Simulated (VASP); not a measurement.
# Ru (P6_3/mmc) in VASP: a series of runs

The runs below take Ru through single point, with LDA, PBE.

Everything below comes from runs of VASP 6.6.1. Logs are shortened: lines on timing, memory, paths and dates and some standing lists are left out, and cuts for length are marked.

### 1 The cell of the first run

It takes space group P6_3/mmc (No. 194, hexagonal). The conventional cell has a = 2.708 Å, b = 2.708 Å, c = 4.268 Å, α = 90.00°, β = 90.00°, γ = 120.00°. Within 3.5 Å of Ru (site symmetry -6m2) lie 12 Ru at 2.65 to 2.71 Å.

### 2 Single point, LDA

File INCAR:

```
ALGO     = Normal         # electronic algorithm
EDIFF    = 1E-6           # SCF threshold, eV
ENCUT    = 520            # plane-wave cutoff, eV
GGA      = CA             # functional
ISIF     = 2              # what is computed and relaxed
ISMEAR   = -1             # smearing method
LASPH    = True           # aspherical terms in the spheres
LCHARG   = False          # write CHGCAR
LREAL    = False          # projectors in reciprocal space
LWAVE    = False          # write WAVECAR
NBANDS   = 21             # bands
NELM     = 60             # most SCF steps
PREC     = Accurate       # precision mode
SIGMA    = 0.05           # smearing width, eV
```

File KPOINTS:

```
k-points
0
Gamma
  14 14 8
```

File POSCAR:

```
Ru
1.0
    2.7078263433      0.0000000000      0.0000000000
   -1.3539131716      2.3450464023      0.0000000000
    0.0000000000      0.0000000000      4.2681017800
Ru
2
Direct
    0.3333333333      0.6666666667      0.2500000000
    0.6666666667      0.3333333333      0.7500000000
```

Potentials or basis: VASP PAW LDA potentials, release 64 (Ru_pv).

Launch:

```
$ cat potpaw_LDA.64/Ru_pv/POTCAR > POTCAR
$ mpirun -np 1 vasp_std > vasp.out
```

OUTCAR:

```text
EDIFF = 1E-6
   ENCUT = 520
   GGA = CA
   ISIF = 2
   ISMEAR = -1
   LASPH = True
   LREAL = False
   NELM = 60
   PREC = Accurate

 ion  position               nearest neighbor table
   1  0.333  0.667  0.250-   2 2.65   2 2.65   2 2.65   2 2.65   2 2.65   2 2.65
   2  0.667  0.333  0.750-   1 2.65   1 2.65   1 2.65   1 2.65   1 2.65   1 2.65

  LATTYP: Found a hexagonal cell.
 ALAT       =     2.7078263433
 C/A-ratio  =     1.5762095640

  Lattice vectors:

 A1 = (   2.7078263433,   0.0000000000,   0.0000000000)
 A2 = (  -1.3539131716,   2.3450464023,   0.0000000000)
 A3 = (   0.0000000000,   0.0000000000,   4.2681017800)

Analysis of symmetry for initial positions (statically):
=====================================================================
 Subroutine PRICEL returns:
 Original cell was already a primitive cell.

 Routine SETGRP: Setting up the symmetry group for a
 hexagonal supercell.

 Subroutine GETGRP returns: Found 24 space group operations
 (whereof 12 operations were pure point group operations)
 out of a pool of 24 trial point group operations.

The static configuration has the point symmetry D_3d.
 The point group associated with its full space group is D_6h.

Analysis of symmetry for dynamics (positions and initial velocities):
=====================================================================
 Subroutine PRICEL returns:
 Original cell was already a primitive cell.

 Routine SETGRP: Setting up the symmetry group for a
 hexagonal supercell.

 Subroutine GETGRP returns: Found 24 space group operations
 (whereof 12 operations were pure point group operations)
 out of a pool of 24 trial point group operations.

The dynamic configuration has the point symmetry D_3d.
 The point group associated with its full space group is D_6h.

 Subroutine INISYM returns: Found 24 space group operations
 (whereof 12 operations are pure point group operations),
 and found     1 'primitive' translations

----------------------------------------------------------------------------------------

                                     Primitive cell

  volume of cell :      27.1024

  direct lattice vectors                    reciprocal lattice vectors
     2.707826343  0.000000000  0.000000000     0.369299901  0.213215397  0.000000000
    -1.353913172  2.345046402  0.000000000     0.000000000  0.426430794  0.000000000
     0.000000000  0.000000000  4.268101780     0.000000000  0.000000000  0.234296193

  length of vectors
     2.707826343  2.707826343  4.268101780     0.426430794  0.426430794  0.234296193

  position of ions in fractional coordinates (direct lattice)
     0.333333333  0.666666667  0.250000000
     0.666666667  0.333333333  0.750000000

  ion indices of the primitive-cell ions
   primitive index   ion index
                 1           1
                 2           2

----------------------------------------------------------------------------------------

 KPOINTS: k-points

Automatic generation of k-mesh.
 Grid dimensions read from file:
 generate k-points for:   14   14    8

 Generating k-lattice:

  Cartesian coordinates                     Fractional coordinates (reciprocal lattice)
     0.026378564  0.015229671  0.000000000     0.071428571  0.000000000  0.000000000
     0.000000000  0.030459342  0.000000000     0.000000000  0.071428571  0.000000000
     0.000000000  0.000000000  0.029287024     0.000000000  0.000000000  0.125000000

  Length of vectors
     0.030459342  0.030459342  0.029287024

  Shift w.r.t. Gamma in fractional coordinates (k-lattice)
     0.000000000  0.000000000  0.000000000

 Subroutine IBZKPT returns following result:
 ===========================================

 Found    120 irreducible k-points:

 Following reciprocal coordinates:
            Coordinates               Weight
  0.000000  0.000000  0.000000      1.000000
  0.071429 -0.000000  0.000000      6.000000
  0.142857 -0.000000  0.000000      6.000000
  0.214286 -0.000000  0.000000      6.000000
  0.285714 -0.000000  0.000000      6.000000
  0.357143 -0.000000  0.000000      6.000000
[... 16 lines left out ...]
  0.285714  0.285714  0.000000      6.000000
  0.357143  0.285714  0.000000      6.000000
 [... further k-points ...]
   k-points           NKPTS =    120   k-points in BZ     NKDIM =    120   number of bands    NBANDS=     21
   number of dos      NEDOS =    301   number of ions     NIONS =      2
   total plane-waves  NPLWV =  12800
   dimension x,y,z NGX =    20 NGY =   20 NGZ =   32
   dimension x,y,z NGXF=    40 NGYF=   40 NGZF=   64
   ions per type =               2
   NGX,Y,Z   is equivalent  to a cutoff of  12.28, 12.28, 12.46 a.u.
   NGXF,Y,Z  is equivalent  to a cutoff of  24.56, 24.56, 24.93 a.u.
 SYSTEM =  unknown system
   PREC   = accura    normal or accurate (medium, high low for compatibility)
   ISTART =      0    job   : 0-new  1-cont  2-samecut
   ICHARG =      2    charge: 1-file 2-atom 10-const
   ISPIN  =      1    spin polarized calculation?
   LNONCOLLINEAR =      F non collinear calculations
   LSORBIT =      F    spin-orbit coupling
   LASPH  =      T    aspherical Exc in radial PAW
   ENCUT  =  520.0 eV  38.22 Ry    6.18 a.u.   5.03  5.03  7.94*2*pi/ulx,y,z
   NELM   =     60;   NELMIN=  2; NELMDL= -5     # of ELM steps
   EDIFF  = 0.1E-05   stopping-criterion for ELM
   LREAL  =      F    real-space projection
   EDIFFG = 0.1E-04   stopping-criterion for IOM
   NSW    =      0    number of steps for IOM
   IBRION =     -1    ionic relax: 0-MD 1-quasi-New 2-CG
   NFREE  =      0    steps in history (QN), initial steepest desc. (CG)
   ISIF   =      2    stress and relaxation
   ISYM   =      2    0-nonsym 1-usesym 2-fastsym
   POTIM  = 0.5000    time-step for ionic-motion
   TEBEG  =    0.0;   TEEND  =   0.0 temperature during run
   PSTRESS=    0.0 pullay stress
   NELECT =      28.0000    total number of electrons
   NUPDOWN=      -1.0000    fix difference up-down
   EMIN   =  10.00;   EMAX   =-10.00  energy-range for DOS
   EFERMI =   0.00;   METHOD = LEGACY
   ISMEAR =    -1;   SIGMA  =   0.05  broadening in eV -4-tet -1-fermi 0-gaus
   EFERMI_NEDOS =   21; number of points for ismear=-14 and -15
   IALGO  =     38    algorithm
   IMIX   =      4    mixing-type and parameters
     AMIX     =   0.40;   BMIX     =  1.00
     AMIX_MAG =   1.60;   BMIX_MAG =  1.00
  volume/ion in A,a.u.               =      13.55        91.45
  Fermi-wavevector in a.u.,A,eV,Ry     =   1.654977  3.127452 37.265640  2.738947
  Thomas-Fermi vector in A             =   2.743152
   LORBIT       =      0    0 simple, 1 ext, 2 COOP (PROOUT), +10 PAW based schemes
   GGA     = CA    functional components
   LHFCALC =     F    Hartree Fock is set to
   AEXX    =    0.0000 exact exchange contribution
   IVDW    =     0    specifies the selected vdW correction
   LEPSILON=     F    determine dielectric tensor
   LRPA    =     F    only Hartree local field effects (RPA)
 non-spin polarized calculation
  energy-cutoff  :      520.00
  volume of cell :       27.10
 maximum number of plane-waves:       752
   NGX = 11   NGY = 11   NGZ = 15

 number of electron      28.0000006 magnetization

 Free energy of the ion-electron system (eV)
  ---------------------------------------------------
  ext. energy  EPLUGINS =         0.00000000
  ---------------------------------------------------
  free energy    TOTEN  =       -21.36387616 eV

  energy without entropy =      -21.34767580  energy(sigma->0) =      -21.35577598

 E-fermi :  12.7220     XC(G=0): -14.3930

 val. band max:       12.7081922488   @ k =   0.0000   0.0000   0.3750
 cond. band min:      12.7380190687   @ k =   0.2857   0.1429   0.0000
 fundamental gap:      0.0298268200
 Fermi energy:        12.7219660753

 k-point     1 :       0.0000    0.0000    0.0000
  band No.  band energies     occupation
      1     -30.7517      2.00000
      2     -29.7906      2.00000
      3     -29.7906      2.00000
      4     -29.6130      2.00000
      5     -29.6130      2.00000
      6     -29.5717      2.00000
[... 13 lines left out ...]
     20      22.6962      0.00000
     21      23.0938      0.00000

 k-point     2 :       0.0714   -0.0000    0.0000
  band No.  band energies     occupation
      1     -30.7339      2.00000
      2     -29.8280      2.00000
      3     -29.8034      2.00000
      4     -29.6522      2.00000
      5     -29.6180      2.00000
      6     -29.5802      2.00000
[... 13 lines left out ...]
     20      22.6962      0.00000
     21      23.0666      0.00000

 k-point     3 :       0.1429   -0.0000    0.0000
  band No.  band energies     occupation
      1     -30.6822      2.00000
      2     -29.9329      2.00000
      3     -29.8382      2.00000
      4     -29.7602      2.00000
      5     -29.6328      2.00000
      6     -29.6056      2.00000
[... 13 lines left out ...]
     20      22.6962      0.00000
     21      22.9781      0.00000

 k-point     4 :       0.2143   -0.0000    0.0000
  band No.  band energies     occupation
      1     -30.6018      2.00000
      2     -30.0847      2.00000
      3     -29.9120      2.00000
      4     -29.8868      2.00000
      5     -29.6557      2.00000
      6     -29.6478      2.00000
[... 13 lines left out ...]
     20      22.6961      0.00000
     21      22.8445      0.00000

 k-point     5 :       0.2857   -0.0000    0.0000
  band No.  band energies     occupation
      1     -30.5014      2.00000
      2     -30.2530      2.00000
      3     -30.0749      2.00000
      4     -29.9388      2.00000
      5     -29.7058      2.00000
      6     -29.6826      2.00000
[... 13 lines left out ...]
     20      22.6960      0.00000
     21      22.7437      0.00000

 k-point     6 :       0.3571   -0.0000    0.0000
  band No.  band energies     occupation
      1     -30.4043      2.00000
      2     -30.3935      2.00000
      3     -30.2171      2.00000
      4     -29.9842      2.00000
      5     -29.7752      2.00000
      6     -29.7077      2.00000
[... 13 lines left out ...]
     20      22.6969      0.00000
     21      22.7763      0.00000

 k-point     7 :       0.4286   -0.0000    0.0000
  band No.  band energies     occupation
      1     -30.5087      2.00000
      2     -30.3133      2.00000
      3     -30.2993      2.00000
      4     -30.0151      2.00000
      5     -29.8427      2.00000
      6     -29.7255      2.00000
[... 13 lines left out ...]
     20      22.6955      0.00000
     21      23.5036      0.00000
[... 291 lines left out ...]
      1     -30.3624      2.00000
      2     -30.3140      2.00000
      3     -30.2765      2.00000
      4     -29.9984      2.00000
      5     -29.8274      2.00000
      6     -29.7962      2.00000
[... 13 lines left out ...]
     20      23.0776      0.00000
     21      23.5076      0.00000

 k-point    21 :       0.2857    0.2143    0.0000
  band No.  band energies     occupation
      1     -30.4035      2.00000
      2     -30.2927      2.00000
      3     -30.2613      2.00000
      4     -30.0819      2.00000
      5     -29.8872      2.00000
      6     -29.8710      2.00000
[... 13 lines left out ...]
     20      22.6954      0.00000
     21      23.1899      0.00000

 k-point    22 :       0.3571    0.2143    0.0000
  band No.  band energies     occupation
      1     -30.4537      2.00000
      2     -30.2735      2.00000
      3     -30.1805      2.00000
      4     -30.1573      2.00000
      5     -29.9372      2.00000
      6     -29.9186      2.00000
[... 13 lines left out ...]
     20      22.6959      0.00000
     21      22.7018      0.00000

 k-point    23 :       0.2857    0.2857    0.0000
  band No.  band energies     occupation
      1     -30.4151      2.00000
      2     -30.2823      2.00000
      3     -30.1658      2.00000
      4     -30.1553      2.00000
      5     -29.9731      2.00000
      6     -29.9497      2.00000
[... 13 lines left out ...]
     20      22.6962      0.00000
     21      22.6972      0.00000

 k-point    24 :       0.3571    0.2857    0.0000
  band No.  band energies     occupation
      1     -30.4190      2.00000
      2     -30.2289      2.00000
      3     -30.2263      2.00000
      4     -30.1025      2.00000
      5     -30.0090      2.00000
      6     -30.0070      2.00000
[... 13 lines left out ...]
     20      22.6965      0.00000
     21      22.6968      0.00000

 [... further k-points ...]

------------------------ aborting loop because EDIFF is reached ----------------------------------------

  FORCE on cell =-STRESS in cart. coord.  units (eV):
  Direction    XX          YY          ZZ          XY          YZ          ZX
  --------------------------------------------------------------------------------------
  -------------------------------------------------------------------------------------
  Total       -1.8063680     -1.8063680     -1.8620868     -0.0000000      0.0000000      0.0000000
  in kB     -106.7848877   -106.7848877   -110.0787472     -0.0000000      0.0000000      0.0000000
  external PRESSURE =    -107.8828409 kB  Pullay stress =       0.0000000 kB

 VOLUME and BASIS-vectors are now :
 -----------------------------------------------------------------------------
  energy-cutoff  :      520.00
  volume of cell :       27.10
      direct lattice vectors                 reciprocal lattice vectors
     2.707826343  0.000000000  0.000000000     0.369299901  0.213215397  0.000000000
    -1.353913172  2.345046402  0.000000000     0.000000000  0.426430794  0.000000000
     0.000000000  0.000000000  4.268101780     0.000000000  0.000000000  0.234296193

 POSITION                                       TOTAL-FORCE (eV/Angst)
 -----------------------------------------------------------------------------------
     -0.00000      1.56336      1.06703         0.000000      0.000000      0.000000
      1.35391      0.78168      3.20108        -0.000000      0.000000      0.000000
 -----------------------------------------------------------------------------------
    total drift:                               -0.000000      0.000000     -0.000000

  FREE ENERGIE OF THE ION-ELECTRON SYSTEM (eV)
  ---------------------------------------------------
  free  energy   TOTEN  =       -21.3638761583 eV

  energy  without entropy=      -21.3476758029  energy(sigma->0) =      -21.35577598
```

It took 32 s on 1 thread of AMD EPYC 7R43 (Zen 3), shared host; peak memory 0.13 GiB.

What came out:

```yaml
Free_energy: -21.3639 eV
Pressure: -10.8 GPa
Band_gap_on_the_k_mesh: zero (bands 14 and 15 overlap by 3.17 eV)
```

Stress tensor (GPa, compression positive):
```
-10.68   0.00   0.00
  0.00 -10.68   0.00
  0.00   0.00 -11.01
```

Caveat: the cell stands under tension.

(Continued in part 2 of 2.)
